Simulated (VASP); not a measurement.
# CdIn2O4 (Fd-3m) in VASP: further runs, part 2 of 2

VASP 6.6.1.

### 4 Relaxation of cell and atoms, LDA

This run uses another cell than the first one, of 14.43 Å³/atom.

INCAR reads:

```
SYSTEM = CdIn2O4
ALGO = Normal
EDIFF = 1E-7
EDIFFG = -0.005
ENCUT = 600
GGA = CA
GGA_COMPAT = .FALSE.
IBRION = 2
ISIF = 3
ISMEAR = -1
LASPH = .TRUE.
LCHARG = .FALSE.
LREAL = .FALSE.
LWAVE = .FALSE.
NELM = 120
NELMIN = 4
NSW = 80
PREC = Accurate
SIGMA = 0.02
```

KPOINTS reads:

```
k-points
0
G
  4 4 4
  0 0 0
```

POSCAR reads:

```
CdIn2O4
1.0
    0.0000000000      4.6574765183      4.6574765183
    4.6574765183      0.0000000000      4.6574765183
    4.6574765183      4.6574765183      0.0000000000
Cd In O
2 4 8
Direct
    0.0000000000      0.0000000000      0.0000000000
    0.2500000000      0.2500000000      0.2500000000
    0.6250000000      0.6250000000      0.6250000000
    0.1250000000      0.6250000000      0.6250000000
    0.6250000000      0.6250000000      0.1250000000
    0.6250000000      0.1250000000      0.6250000000
    0.8619754911      0.8619754911      0.8619754911
    0.8359264733      0.3880245089      0.3880245089
    0.8619754911      0.8619754911      0.4140735267
    0.3880245089      0.8359264733      0.3880245089
    0.4140735267      0.8619754911      0.8619754911
    0.3880245089      0.3880245089      0.3880245089
    0.8619754911      0.4140735267      0.8619754911
    0.3880245089      0.3880245089      0.8359264733
```

Potentials or basis: VASP PAW LDA potentials, release 64 (Cd, In_d, O).

Run with:

```
$ cat potpaw_LDA.64/Cd/POTCAR potpaw_LDA.64/In_d/POTCAR potpaw_LDA.64/O/POTCAR > POTCAR
$ mpirun -np 1 vasp_std > vasp.out
```

OUTCAR:

```text
SYSTEM = CdIn2O4
   EDIFF = 1E-7
   EDIFFG = -0.005
   ENCUT = 600
   GGA = CA
   IBRION = 2
   ISIF = 3
   ISMEAR = -1
   LASPH = .TRUE.
   LREAL = .FALSE.
   NELM = 120
   NELMIN = 4
   NSW = 80
   PREC = Accurate

 ion  position               nearest neighbor table
   1  0.000  0.000  0.000-   9 2.23  11 2.23  13 2.23   7 2.23   5 3.86   6 3.86   4 3.86   4 3.86
                             6 3.86   3 3.86   5 3.86   6 3.86   3 3.86   4 3.86   5 3.86   3 3.86
   2  0.250  0.250  0.250-   8 2.23  10 2.23  14 2.23  12 2.23   5 3.86   6 3.86   4 3.86   3 3.86
                             4 3.86   6 3.86   3 3.86   4 3.86   5 3.86   3 3.86   5 3.86   6 3.86
   3  0.625  0.625  0.625-   8 2.21   9 2.21  10 2.21  11 2.21  13 2.21  14 2.21   4 3.29   5 3.29
                             6 3.29   5 3.29   6 3.29   4 3.29   1 3.86   2 3.86   1 3.86   2 3.86
   4  0.125  0.625  0.625-   7 2.21  12 2.21  10 2.21   9 2.21  13 2.21  14 2.21   3 3.29   5 3.29
                             6 3.29   3 3.29   5 3.29   6 3.29   1 3.86   2 3.86   2 3.86   1 3.86
   5  0.625  0.625  0.125-   7 2.21  12 2.21  10 2.21  11 2.21   8 2.21  13 2.21   3 3.29   3 3.29
                             4 3.29   6 3.29   6 3.29   4 3.29   1 3.86   2 3.86   1 3.86   2 3.86
   6  0.625  0.125  0.625-   7 2.21  12 2.21   9 2.21  11 2.21   8 2.21  14 2.21   3 3.29   5 3.29
                             3 3.29   4 3.29   5 3.29   4 3.29   1 3.86   2 3.86   1 3.86   2 3.86
   7  0.862  0.862  0.862-   4 2.21   5 2.21   6 2.21   1 2.23
[... 196 lines left out ...]
  ---------------------------------------------------
  ext. energy  EPLUGINS =         0.00000000
  ---------------------------------------------------
  free energy    TOTEN  =       -82.39514595 eV

  energy without entropy =      -82.39514595  energy(sigma->0) =      -82.39514595

------------------------ aborting loop because EDIFF is reached ----------------------------------------

  FORCE on cell =-STRESS in cart. coord.  units (eV):
  Direction    XX          YY          ZZ          XY          YZ          ZX
  --------------------------------------------------------------------------------------
  -------------------------------------------------------------------------------------
  Total      -11.4948746    -11.4948746    -11.4948746      0.0000000      0.0000000     -0.0000000
  in kB      -91.1449903    -91.1449903    -91.1449903      0.0000000      0.0000000     -0.0000000
  external PRESSURE =     -91.1449903 kB  Pullay stress =       0.0000000 kB
[... 323 lines left out ...]
--------------------------------------- Ionic step        8  -------------------------------------------

 number of electron     123.9999981 magnetization

 Free energy of the ion-electron system (eV)
  ---------------------------------------------------
  ext. energy  EPLUGINS =         0.00000000
  ---------------------------------------------------
  free energy    TOTEN  =       -82.78655860 eV

  energy without entropy =      -82.78655860  energy(sigma->0) =      -82.78655860

 E-fermi :   4.0533     XC(G=0): -11.4420

 val. band max:        3.5145824547   @ k =   0.5000   0.0000   0.0000
 cond. band min:       4.5830877336   @ k =   0.0000   0.0000   0.0000
 fundamental gap:      1.0685052789
 Fermi energy:         4.0532858424

 k-point     1 :       0.0000    0.0000    0.0000
  band No.  band energies     occupation
      1     -13.8518      2.00000
      2     -13.1866      2.00000
      3     -13.1866      2.00000
      4     -13.1866      2.00000
      5     -12.8372      2.00000
      6     -12.5783      2.00000
[... 646 lines left out ...]
  FREE ENERGIE OF THE ION-ELECTRON SYSTEM (eV)
  ---------------------------------------------------
  free  energy   TOTEN  =       -82.7865585986 eV

  energy  without entropy=      -82.7865585986  energy(sigma->0) =      -82.78655860

 reached required accuracy - stopping structural energy minimisation
```

It took 20 min on 1 thread of Intel Xeon Platinum 8259CL at 2.50GHz (Skylake/Cascade Lake), shared host; peak memory 0.39 GiB.

What came out:

| Quantity | Value |
| --- | --- |
| Free energy | -82.7866 eV |
| Relaxed volume | 13.50 Å³/atom |
| Relaxed cell | a = 6.442 Å, b = 6.442 Å, c = 6.442 Å, α = 60.00°, β = 60.00°, γ = 60.00° |
| Space group after relaxing (to 0.1 Å) | Fd-3m (No. 227) |
| Energy gained by relaxing | 28.0 meV/atom |
| Ionic steps | 8 |
| Pressure after relaxing | 0.0 GPa |
| Band gap on the k mesh | 1.07 eV (least direct gap 1.12 eV) |

The path:
| step | energy change (eV) | largest force (eV/Å) | pressure (GPa) | volume (Å³) |
| --- | --- | --- | --- | --- |
| 1 | 0.0000 | 0.1976 | -9.11 | 202.06 |
| 2 | -0.0469 | 0.5990 | 10.57 | 178.99 |
| 3 | -0.3848 | 0.1752 | -0.19 | 189.58 |
| 4 | -0.3848 | 0.1838 | 0.01 | 189.34 |
| 5 | -0.3913 | 0.0264 | 0.11 | 188.94 |
| 6 | -0.3914 | 0.0046 | 0.13 | 188.89 |
| 7 | -0.3914 | 0.0052 | -0.12 | 189.17 |
| 8 | -0.3914 | 0.0004 | -0.01 | 189.03 |

Final structure:
```cif
data_structure
_symmetry_space_group_name_H-M 'P 1'
_symmetry_Int_Tables_number 1
_cell_length_a 6.4419
_cell_length_b 6.4419
_cell_length_c 6.4419
_cell_angle_alpha 60.000
_cell_angle_beta 60.000
_cell_angle_gamma 60.000
_cell_volume 189.03
loop_
_atom_site_label
_atom_site_type_symbol
_atom_site_fract_x
_atom_site_fract_y
_atom_site_fract_z
_atom_site_occupancy
Cd1 Cd 0.00000 0.00000 0.00000 1
Cd2 Cd 0.25000 0.25000 0.25000 1
In1 In 0.62500 0.62500 0.62500 1
In2 In 0.12500 0.62500 0.62500 1
In3 In 0.62500 0.62500 0.12500 1
In4 In 0.62500 0.12500 0.62500 1
O1 O 0.86224 0.86224 0.86224 1
O2 O 0.83672 0.38776 0.38776 1
O3 O 0.86224 0.86224 0.41328 1
O4 O 0.38776 0.83672 0.38776 1
O5 O 0.41328 0.86224 0.86224 1
O6 O 0.38776 0.38776 0.38776 1
O7 O 0.86224 0.41328 0.86224 1
O8 O 0.38776 0.38776 0.83672 1
```

Levels at points of the mesh, in eV from the valence-band top:
```tsv
k point	band 60	band 61	band 62	band 63	band 64	band 65
(0.00, 0.00, 0.00)	-0.12	-0.05	-0.05	1.07	5.10	5.67
(0.50, 0.00, 0.00)	-0.33	0.00	0.00	3.79	3.94	6.01
(0.50, 0.50, 0.00)	-0.23	-0.09	-0.09	4.58	4.58	6.11
```

Caveat: spin-orbit coupling is left out, which moves the levels of the heavy elements. Zero-point motion and thermal expansion aren't in these numbers.

### 5 Single point, LDA

This run uses another cell than the first one, of 13.42 Å³/atom.

INCAR reads:

```
SYSTEM = CdIn2O4
PREC = Accurate
ENCUT = 600
EDIFF = 1E-6
ISMEAR = -1
SIGMA = 0.02
LREAL = .FALSE.
LASPH = .TRUE.
NELM = 120
ALGO = Normal
ISIF = 2
LWAVE = .FALSE.
LCHARG = .TRUE.
GGA = CA
LELF = .TRUE.
LVHAR = .TRUE.
NBANDS = 75
GGA_COMPAT = .FALSE.
```

KPOINTS reads:

```
regular mesh
0
G
  4 4 4
  0 0 0
```

POSCAR reads:

```
CdIn2O4
1.0
    0.0000000000      4.5462786076      4.5462786076
    4.5462786076      0.0000000000      4.5462786076
    4.5462786076      4.5462786076      0.0000000000
Cd In O
2 4 8
Direct
    0.0000000000      0.0000000000      0.0000000000
    0.2500000000      0.2500000000      0.2500000000
    0.6250000000      0.6250000000      0.6250000000
    0.1250000000      0.6250000000      0.6250000000
    0.6250000000      0.6250000000      0.1250000000
    0.6250000000      0.1250000000      0.6250000000
    0.8624623976      0.8624623976      0.8624623976
    0.8373871928      0.3875376024      0.3875376024
    0.8624623976      0.8624623976      0.4126128072
    0.3875376024      0.8373871928      0.3875376024
    0.4126128072      0.8624623976      0.8624623976
    0.3875376024      0.3875376024      0.3875376024
    0.8624623976      0.4126128072      0.8624623976
    0.3875376024      0.3875376024      0.8373871928
```

Run with:

```
$ cat potpaw_LDA.64/Cd/POTCAR potpaw_LDA.64/In_d/POTCAR potpaw_LDA.64/O/POTCAR > POTCAR
$ mpirun -np 1 vasp_std > vasp.out
```

It took 2.4 min on 1 thread of Intel Xeon 6975P-C (Granite Rapids), shared host; peak memory 0.36 GiB.

The run converged. Its results:

| Item | Value |
| --- | --- |
| Free energy | -82.7533 eV |
| Pressure | 0.9 GPa |
| Largest force | 0.050 eV/Å |
| Band gap on the k mesh | 1.09 eV (least direct gap 1.14 eV) |

Forces in eV/Å, atoms in the order of the input:
```
Cd   0.000  0.000  0.000
Cd   0.000  0.000  0.000
In   0.000  0.000  0.000
In   0.000  0.000  0.000
In   0.000  0.000  0.000
In   0.000  0.000  0.000
O   -0.029 -0.029 -0.029
O    0.029 -0.029 -0.029
O    0.029  0.029 -0.029
O   -0.029  0.029 -0.029
O   -0.029  0.029  0.029
O    0.029  0.029  0.029
O    0.029 -0.029  0.029
O   -0.029 -0.029  0.029
```

Levels at points of the mesh, in eV from the valence-band top:
```csv
k point,band 60,band 61,band 62,band 63,band 64,band 65
"(0.00, 0.00, 0.00)",-0.13,-0.05,-0.05,1.09,5.14,5.69
"(0.50, 0.00, 0.00)",-0.34,0.00,0.00,3.81,3.97,6.06
"(0.50, 0.50, 0.00)",-0.23,-0.10,-0.10,4.61,4.61,6.16
```

Caveat: spin-orbit coupling is left out, which moves the levels of the heavy elements.

### 6 Summary

| task | level | potentials or basis | cell | k mesh | smearing | gap on the mesh (eV) | pressure (GPa) | largest force (eV/Å) |
| --- | --- | --- | --- | --- | --- | --- | --- | --- |
| single point | PBE | VASP PAW PBE potentials, release 64 (Cd, In_d, O) | a = 6.506 Å, angles 60.0°, 14 atoms, atomic positions A | 6 × 6 × 6 | fermi-dirac 0.02 eV | 1.06 | 6.0 | 0.16 |
| single point | LDA | VASP PAW LDA potentials, release 64 (Cd, In_d, O) | a = 6.506 Å, angles 60.0°, 14 atoms, atomic positions A | 6 × 6 × 6 | gaussian 0.01 eV | 0.95 | -4.3 | 0.01 |
| relaxation of cell and atoms | LDA | VASP PAW LDA potentials, release 64 (Cd, In_d, O) | relaxed from a = 6.587 Å, angles 60.0°, 14 atoms, atomic positions B | 4 × 4 × 4 | fermi-dirac 0.02 eV | 1.07 | 0.0 | - |
| single point | LDA | VASP PAW LDA potentials, release 64 (Cd, In_d, O) | a = 6.429 Å, angles 60.0°, 14 atoms, atomic positions C | 4 × 4 × 4 | fermi-dirac 0.02 eV | 1.09 | 0.9 | 0.05 |

Alike in all rows: no spin polarisation; cutoff (eV) 600.

Caveats: spin-orbit coupling is left out, which moves the levels of the heavy elements; the cell stands under pressure (at least some runs); the cell stands under tension (at least some runs).

Total energies depend on the potentials used, so only differences within one code and one set of settings carry meaning.
